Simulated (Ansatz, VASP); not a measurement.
Given: the input of a run of Ansatz 0.2.0 on Pb.

Contents of input:

```
crystal:
  lattice:
    - [0.0, 2.4914113386, 2.4914113386]
    - [2.4914113386, 0.0, 2.4914113386]
    - [2.4914113386, 2.4914113386, 0.0]
  atoms:
    - { symbol: Pb, position: [0.0, 0.0, 0.0] }
hamiltonian:
  xc: hse06
  pseudopotentials: { kind: paw }
kpoints:
  mp_grid: { grid: [6, 6, 6] }
scf:
  occupations: { method: fermi_dirac, width: 0.05 }
output:
  forces: true
  stress: true
  eigenvalues: true
```

Problem. Set up the same calculation for VASP 6.6.1. Potentials there: VASP PAW PBE potentials, release 64 (Pb_d).

Solution. As run (the cutoff follows the program's own potentials):

Contents of POSCAR:

```
Pb
1.0
    0.0000000000      2.4914113386      2.4914113386
    2.4914113386      0.0000000000      2.4914113386
    2.4914113386      2.4914113386      0.0000000000
Pb
1
Direct
    0.0000000000      0.0000000000      0.0000000000
```

Contents of INCAR.step1:

```
  PREC = Accurate
  ENCUT = 520
  EDIFF = 1E-5
  ISMEAR = -1
  SIGMA = 0.05
  LREAL = False
  LASPH = True
  NELM = 60
  ALGO = Normal
  ISIF = 2
  LWAVE = True
  LCHARG = False
  NBANDS = 13
  GGA = PE
```

The input INCAR.step2:

```
  PREC = Accurate
  ENCUT = 520
  EDIFF = 1E-6
  ISMEAR = -1
  SIGMA = 0.05
  LREAL = False
  LASPH = True
  NELM = 60
  ALGO = Normal
  ISIF = 2
  LWAVE = False
  LCHARG = False
  GGA = PE
  LHFCALC = True
  HFSCREEN = 0.2079
  PRECFOCK = Normal
  NBANDS = 13
  ISTART = 1
```

File KPOINTS:

```
regular mesh
0
Gamma
  6 6 6
```

Potentials or basis: VASP PAW PBE potentials, release 64 (Pb_d).

The run is started by

```sh
$ cat potpaw_PBE.64/Pb_d/POTCAR > POTCAR
$ cp INCAR.step1 INCAR
$ mpirun -np 1 vasp_std > vasp.out
$ cp INCAR.step2 INCAR
$ mpirun -np 1 vasp_std > vasp.out
```

Both were run:

|  | VASP | Ansatz | Ansatz less VASP |
| --- | --- | --- | --- |
| gap on the k mesh at the Fermi level (eV) | none | none | - |
| pressure (GPa) | 0.9 | 1.0 | +0.07 |

A gap of «none» marks a metal or a gap that the smearing closes.

The k mesh is coarse, so the values compare programs but aren't converged. Neither program's run includes spin-orbit coupling.
